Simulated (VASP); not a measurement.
Here is a VASP 6.6.1 calculation.

File INCAR:

```
ALGO = Normal ; EDIFF = 1E-6
ENCUT = 520 ; ISIF = 2
ISMEAR = 0 ; LASPH = True
LCHARG = False ; LREAL = False
LWAVE = False ; NBANDS = 16
NELM = 100 ; PREC = Accurate
SIGMA = 0.1
```

KPOINTS

```
k-points
0
Gamma
  12 12 12
```

The input POSCAR:

```
InSb
1.0
    0.0000000000      3.2599290567      3.2599290567
    3.2599290567      0.0000000000      3.2599290567
    3.2599290567      3.2599290567      0.0000000000
In Sb
1 1
Direct
    0.0000000000      0.0000000000      0.0000000000
    0.2500000000      0.2500000000      0.2500000000
```

Potentials or basis: VASP PAW LDA potentials, release 64 (In_d, Sb).

Launch:

```console
$ cat potpaw_LDA.64/In_d/POTCAR potpaw_LDA.64/Sb/POTCAR > POTCAR
$ mpirun -np 1 vasp_std > vasp.out
```

Q: What does it give for the pressure?

A: -1.3 GPa.

Q: What does it give for the band gap on the k mesh?

A: Zero (filled and empty bands touch).

Caveat: semilocal functionals underestimate gaps, and a narrow one can read as zero; spin-orbit coupling is left out, which moves the levels of the heavy elements.
